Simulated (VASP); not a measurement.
Runs of VASP 6.6.1 on MgSi3N. The structure is that of space group P6/mmm (No. 191), or close to it. The cells are those of the table. The cell was generated, and may not be a known phase.

```csv
task,cell,k mesh,cutoff (eV),gap on the mesh (eV),pressure (GPa)
single point,"a = 4.992, b = 4.992, c = 3.989 Å, angles 90.0, 90.0, 120.0°, 5 atoms",12 × 12 × 10,520,none,-0.1
single point,"a = 3.376, b = 3.376, c = 7.377 Å, angles 90.0, 90.0, 120.0°, 5 atoms",6 × 6 × 4,520,none,169.3
relaxation of cell and atoms,"relaxed from a = 3.376, b = 3.376, c = 7.377 Å, angles 90.0, 90.0, 120.0°, 5 atoms",6 × 6 × 4,600,none,0.1
single point,"a = 5.013, b = 5.013, c = 3.985 Å, angles 90.0, 90.0, 120.0°, 5 atoms",6 × 6 × 4,520,none,(a)
```

Alike in all rows: level PBE; potentials or basis VASP PAW PBE potentials, release 64 (Mg, Si, N); no spin polarisation; smearing gaussian 0.1 eV.

Estimate the missing entries.

(a) -0.2.

Caveats: some runs use coarse meshes; the stress differs along the axes, from -2 to 255 GPa (at least some runs); a cell axis changed by over 15 % at a fixed basis, so the end point is rough (at least some runs).

A gap of «none» marks levels without a gap at the run's occupations.
